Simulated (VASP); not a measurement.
# Sn (P-1) in VASP: single point with PBE

Aim: the single point of Sn with PBE.

Everything below comes from runs of VASP 6.6.1. Logs are shortened: lines on timing, memory, paths and dates and some standing lists are left out, and cuts for length are marked.

## Step 1: The cell of the first run

The typed cell holds 1 atom: a = 3.341 Å, b = 3.456 Å, c = 3.393 Å, α = 119.95°, β = 115.76°, γ = 93.08°.

## Step 2: Single point, PBE (the cell strained at random)

Input file INCAR:

```
  PREC = Accurate
  ENCUT = 500
  EDIFF = 1E-6
  ISMEAR = -1
  SIGMA = 0.05
  LREAL = False
  LASPH = True
  NELM = 120
  ALGO = Normal
  ISIF = 2
  LWAVE = False
  LCHARG = False
  GGA = PE
  NBANDS = 13
  GGA_COMPAT = False
```

Input file KPOINTS:

```
regular mesh
0
Gamma
  11 11 11
```

Input file POSCAR:

```
Sn
1.0
   -1.6657680000      1.7656330000      2.2958090000
    1.7444190000     -1.7990580000      2.3792620000
    1.6823800000      1.8152120000     -2.3211890000
Sn
1
Direct
   -0.0049540000     -0.0116520000     -0.0033020000
```

Potentials or basis: VASP PAW PBE potentials, release 64 (Sn_d).

Run with:

```bash
> cat potpaw_PBE.64/Sn_d/POTCAR > POTCAR
> mpirun -np 1 vasp_std > vasp.out
```

OUTCAR:

```text
PREC = Accurate
   ENCUT = 500
   EDIFF = 1E-6
   ISMEAR = -1
   LREAL = False
   LASPH = True
   NELM = 120
   ISIF = 2
   GGA = PE

 ion  position               nearest neighbor table
   1  0.995  0.988  0.997-

  LATTYP: Found a triclinic cell.
 ALAT       =     3.3931276786
 B/A-ratio  =     3.0569137595
 C/A-ratio  =     1.0183825843
 COS(alpha) =     0.0042799747
 COS(beta)  =     0.4992437371
 COS(gamma) =     0.8358970151

  Lattice vectors:

 A1 = (  -1.6823800000,  -1.8152120000,   2.3211890000)
 A2 = (  -8.5525900000,  -5.4283650000,   2.2304230000)
 A3 = (   1.7444190000,  -1.7990580000,   2.3792620000)

Analysis of symmetry for initial positions (statically):
=====================================================================
 Subroutine PRICEL returns:
 Original cell was already a primitive cell.

 Routine SETGRP: Setting up the symmetry group for a
 triclinic supercell.

 Subroutine GETGRP returns: Found  2 space group operations
 (whereof  1 operations were pure point group operations)
 out of a pool of  2 trial point group operations.

The static configuration has the point symmetry C_1 .
 The point group associated with its full space group is S_2 .

Analysis of symmetry for dynamics (positions and initial velocities):
=====================================================================
 Subroutine PRICEL returns:
 Original cell was already a primitive cell.

 Routine SETGRP: Setting up the symmetry group for a
 triclinic supercell.

 Subroutine GETGRP returns: Found  2 space group operations
 (whereof  1 operations were pure point group operations)
 out of a pool of  2 trial point group operations.

The dynamic configuration has the point symmetry C_1 .
 The point group associated with its full space group is S_2 .

 Subroutine INISYM returns: Found  2 space group operations
 (whereof  1 operations are pure point group operations),
 and found     1 'primitive' translations

----------------------------------------------------------------------------------------

                                     Primitive cell

  volume of cell :      28.6732

  direct lattice vectors                    reciprocal lattice vectors
    -1.665768000  1.765633000  2.295809000    -0.004984138  0.280817705  0.215992086
     1.744419000 -1.799058000  2.379262000     0.288274102  0.000144358  0.209051751
     1.682380000  1.815212000 -2.321189000     0.290556689  0.277895200 -0.002901331

  length of vectors
     3.341104890  3.455502134  3.393127679     0.354310607  0.356096354  0.402066349

  position of ions in fractional coordinates (direct lattice)
     0.995046000  0.988348000  0.996698000

  ion indices of the primitive-cell ions
   primitive index   ion index
                 1           1

----------------------------------------------------------------------------------------

 KPOINTS: regular mesh

Automatic generation of k-mesh.
 Grid dimensions read from file:
 generate k-points for:   11   11   11

 Generating k-lattice:

  Cartesian coordinates                     Fractional coordinates (reciprocal lattice)
    -0.000453103  0.025528882  0.019635644     0.090909091  0.000000000  0.000000000
     0.026206737  0.000013123  0.019004705    -0.000000000  0.090909091  0.000000000
     0.026414244  0.025263200 -0.000263757    -0.000000000  0.000000000  0.090909091

  Length of vectors
     0.032210055  0.032372396  0.036551486

  Shift w.r.t. Gamma in fractional coordinates (k-lattice)
     0.000000000  0.000000000  0.000000000

 Subroutine IBZKPT returns following result:
 ===========================================

 Found    666 irreducible k-points:

 Following reciprocal coordinates:
            Coordinates               Weight
  0.000000  0.000000  0.000000      1.000000
  0.090909 -0.000000  0.000000      2.000000
  0.181818 -0.000000 -0.000000      2.000000
  0.272727 -0.000000  0.000000      2.000000
  0.363636  0.000000  0.000000      2.000000
  0.454545 -0.000000  0.000000      2.000000
[... 16 lines left out ...]
  0.454545  0.181818  0.000000      2.000000
 -0.454545  0.181818  0.000000      2.000000
 [... further k-points ...]
   k-points           NKPTS =    666   k-points in BZ     NKDIM =    666   number of bands    NBANDS=     13
   number of dos      NEDOS =    301   number of ions     NIONS =      1
   total plane-waves  NPLWV =  18816
   dimension x,y,z NGX =    24 NGY =   28 NGZ =   28
   dimension x,y,z NGXF=    48 NGYF=   56 NGZF=   56
   ions per type =               1
   NGX,Y,Z   is equivalent  to a cutoff of  11.94, 13.47, 13.72 a.u.
   NGXF,Y,Z  is equivalent  to a cutoff of  23.88, 26.94, 27.44 a.u.
 SYSTEM =  unknown system
   PREC   = accura    normal or accurate (medium, high low for compatibility)
   ISTART =      0    job   : 0-new  1-cont  2-samecut
   ICHARG =      2    charge: 1-file 2-atom 10-const
   ISPIN  =      1    spin polarized calculation?
   LNONCOLLINEAR =      F non collinear calculations
   LSORBIT =      F    spin-orbit coupling
   LASPH  =      T    aspherical Exc in radial PAW
   ENCUT  =  500.0 eV  36.75 Ry    6.06 a.u.   6.09  6.30  6.19*2*pi/ulx,y,z
   NELM   =    120;   NELMIN=  2; NELMDL= -5     # of ELM steps
   EDIFF  = 0.1E-05   stopping-criterion for ELM
   LREAL  =      F    real-space projection
   EDIFFG = 0.1E-04   stopping-criterion for IOM
   NSW    =      0    number of steps for IOM
   IBRION =     -1    ionic relax: 0-MD 1-quasi-New 2-CG
   NFREE  =      0    steps in history (QN), initial steepest desc. (CG)
   ISIF   =      2    stress and relaxation
   ISYM   =      2    0-nonsym 1-usesym 2-fastsym
   POTIM  = 0.5000    time-step for ionic-motion
   TEBEG  =    0.0;   TEEND  =   0.0 temperature during run
   PSTRESS=    0.0 pullay stress
   NELECT =      14.0000    total number of electrons
   NUPDOWN=      -1.0000    fix difference up-down
   EMIN   =  10.00;   EMAX   =-10.00  energy-range for DOS
   EFERMI =   0.00;   METHOD = LEGACY
   ISMEAR =    -1;   SIGMA  =   0.05  broadening in eV -4-tet -1-fermi 0-gaus
   EFERMI_NEDOS =   21; number of points for ismear=-14 and -15
   IALGO  =     38    algorithm
   IMIX   =      4    mixing-type and parameters
     AMIX     =   0.40;   BMIX     =  1.00
     AMIX_MAG =   1.60;   BMIX_MAG =  1.00
  volume/ion in A,a.u.               =      28.67       193.50
  Fermi-wavevector in a.u.,A,eV,Ry     =   1.289116  2.436076 22.610435  1.661820
  Thomas-Fermi vector in A             =   2.421028
   LORBIT       =      0    0 simple, 1 ext, 2 COOP (PROOUT), +10 PAW based schemes
   GGA     = PE    functional components
   LHFCALC =     F    Hartree Fock is set to
   AEXX    =    0.0000 exact exchange contribution
   IVDW    =     0    specifies the selected vdW correction
   LEPSILON=     F    determine dielectric tensor
   LRPA    =     F    only Hartree local field effects (RPA)
 non-spin polarized calculation
  energy-cutoff  :      500.00
  volume of cell :       28.67
 maximum number of plane-waves:       743
   NGX = 13   NGY = 13   NGZ = 13

 number of electron      14.0000000 magnetization

 Free energy of the ion-electron system (eV)
  ---------------------------------------------------
  ext. energy  EPLUGINS =         0.00000000
  ---------------------------------------------------
  free energy    TOTEN  =        -3.78298712 eV

  energy without entropy =       -3.77907459  energy(sigma->0) =       -3.78103086

 E-fermi :   7.5168     XC(G=0): -10.1136

 val. band max:        7.5140074830   @ k =   0.2727  -0.3636   0.3636
 cond. band min:       7.5231741255   @ k =   0.2727   0.4545   0.1818
 fundamental gap:      0.0091666426
 Fermi energy:         7.5168328297

 k-point     1 :       0.0000    0.0000    0.0000
  band No.  band energies     occupation
      1     -14.0604      2.00000
      2     -14.0395      2.00000
      3     -14.0158      2.00000
      4     -13.9886      2.00000
      5     -13.9533      2.00000
      6      -3.2546      2.00000
      7      14.2680      0.00000
      8      14.6188      0.00000
      9      15.3253      0.00000
     10      18.2728      0.00000
     11      18.3686      0.00000
     12      18.9421      0.00000
     13      19.4850      0.00000

 k-point     2 :       0.0909   -0.0000    0.0000
  band No.  band energies     occupation
      1     -14.0548      2.00000
      2     -14.0341      2.00000
      3     -14.0148      2.00000
      4     -13.9877      2.00000
      5     -13.9544      2.00000
      6      -3.0943      2.00000
      7      13.0321      0.00000
      8      14.1832      0.00000
      9      14.9136      0.00000
     10      17.6336      0.00000
     11      18.8248      0.00000
     12      19.6583      0.00000
     13      20.8695      0.00000

 k-point     3 :       0.1818   -0.0000   -0.0000
  band No.  band energies     occupation
      1     -14.0436      2.00000
      2     -14.0272      2.00000
      3     -14.0124      2.00000
      4     -13.9766      2.00000
      5     -13.9551      2.00000
      6      -2.6136      2.00000
      7      10.3172      0.00000
      8      13.8997      0.00000
      9      14.2935      0.00000
     10      17.2296      0.00000
     11      19.4030      0.00000
     12      19.7218      0.00000
     13      20.3700      0.00000

 k-point     4 :       0.2727   -0.0000    0.0000
  band No.  band energies     occupation
      1     -14.0374      2.00000
      2     -14.0285      2.00000
      3     -14.0127      2.00000
      4     -13.9500      2.00000
      5     -13.9460      2.00000
      6      -1.8175      2.00000
      7       7.6609      0.10617
      8      13.5030      0.00000
      9      13.8087      0.00000
     10      17.0154      0.00000
     11      18.7625      0.00000
     12      18.8936      0.00000
     13      20.2948      0.00000

 k-point     5 :       0.3636    0.0000    0.0000
  band No.  band energies     occupation
      1     -14.0384      2.00000
      2     -14.0338      2.00000
      3     -14.0144      2.00000
      4     -13.9370      2.00000
      5     -13.9142      2.00000
      6      -0.7360      2.00000
      7       5.2958      2.00000
      8      13.0707      0.00000
      9      13.5882      0.00000
     10      17.0119      0.00000
     11      18.0254      0.00000
     12      18.2750      0.00000
     13      19.2551      0.00000
[... 257 lines left out ...]
 k-point    22 :       0.3636    0.1818    0.0000
  band No.  band energies     occupation
      1     -14.0439      2.00000
      2     -14.0120      2.00000
      3     -13.9885      2.00000
      4     -13.9406      2.00000
      5     -13.9190      2.00000
      6       0.6278      2.00000
      7       4.5167      2.00000
      8       8.9881      0.00000
      9      12.6335      0.00000
     10      15.8140      0.00000
     11      19.9742      0.00000
     12      20.1650      0.00000
     13      22.2299      0.00000

 k-point    23 :       0.4545    0.1818    0.0000
  band No.  band energies     occupation
      1     -14.0511      2.00000
      2     -14.0114      2.00000
      3     -13.9867      2.00000
      4     -13.9451      2.00000
      5     -13.9025      2.00000
      6       1.1686      2.00000
      7       3.7695      2.00000
      8       9.3562      0.00000
      9      12.0796      0.00000
     10      15.2213      0.00000
     11      20.1455      0.00000
     12      20.7900      0.00000
     13      22.5722      0.00000

 k-point    24 :      -0.4545    0.1818    0.0000
  band No.  band energies     occupation
      1     -14.0566      2.00000
      2     -14.0157      2.00000
      3     -13.9842      2.00000
      4     -13.9512      2.00000
      5     -13.9012      2.00000
      6       0.1846      2.00000
      7       5.1673      2.00000
      8      10.0270      0.00000
      9      11.7728      0.00000
     10      14.9590      0.00000
     11      19.6885      0.00000
     12      20.9663      0.00000
     13      22.0366      0.00000

 [... further k-points ...]

------------------------ aborting loop because EDIFF is reached ----------------------------------------

  FORCE on cell =-STRESS in cart. coord.  units (eV):
  Direction    XX          YY          ZZ          XY          YZ          ZX
  --------------------------------------------------------------------------------------
  -------------------------------------------------------------------------------------
  Total       -0.0306223     -0.3608151     -0.1633873     -0.0035359      0.0326566     -0.1112606
  in kB       -1.7110873    -20.1613084     -9.1296118     -0.1975778      1.8247580     -6.2169198
  external PRESSURE =     -10.3340025 kB  Pullay stress =       0.0000000 kB

 VOLUME and BASIS-vectors are now :
 -----------------------------------------------------------------------------
  energy-cutoff  :      500.00
  volume of cell :       28.67
      direct lattice vectors                 reciprocal lattice vectors
    -1.665768000  1.765633000  2.295809000    -0.004984138  0.280817705  0.215992086
     1.744419000 -1.799058000  2.379262000     0.288274102  0.000144358  0.209051751
     1.682380000  1.815212000 -2.321189000     0.290556689  0.277895200 -0.002901331

 POSITION                                       TOTAL-FORCE (eV/Angst)
 -----------------------------------------------------------------------------------
      1.74340      1.78801      2.32245         0.000000      0.000000      0.000000
 -----------------------------------------------------------------------------------
    total drift:                               -0.000010      0.000050      0.000030

  FREE ENERGIE OF THE ION-ELECTRON SYSTEM (eV)
  ---------------------------------------------------
  free  energy   TOTEN  =        -3.7829871214 eV

  energy  without entropy=       -3.7790745918  energy(sigma->0) =       -3.78103086
```

Wall time 3.3 min (1 thread of Intel Xeon 8259CL, shared host); peak memory 0.33 GiB.

What came out:

| Property | Result |
| --- | --- |
| Free energy | -3.7830 eV |
| Pressure | -1.0 GPa |
| Band gap on the k mesh | zero (bands 7 and 8 overlap by 8.58 eV) |

Levels at points of the mesh, in eV from the Fermi level:
| k point | band 4 | band 5 | band 6 | band 7 | band 8 | band 9 | band 10 | band 11 |
| --- | --- | --- | --- | --- | --- | --- | --- | --- |
| (0.00, 0.00, 0.00) | -21.51 | -21.47 | -10.77 | 6.75 | 7.10 | 7.81 | 10.76 | 10.85 |

Caveat: the cell differs from its parent crystal (the cell strained at random); spin-orbit coupling is left out, which moves the levels of the heavy elements.
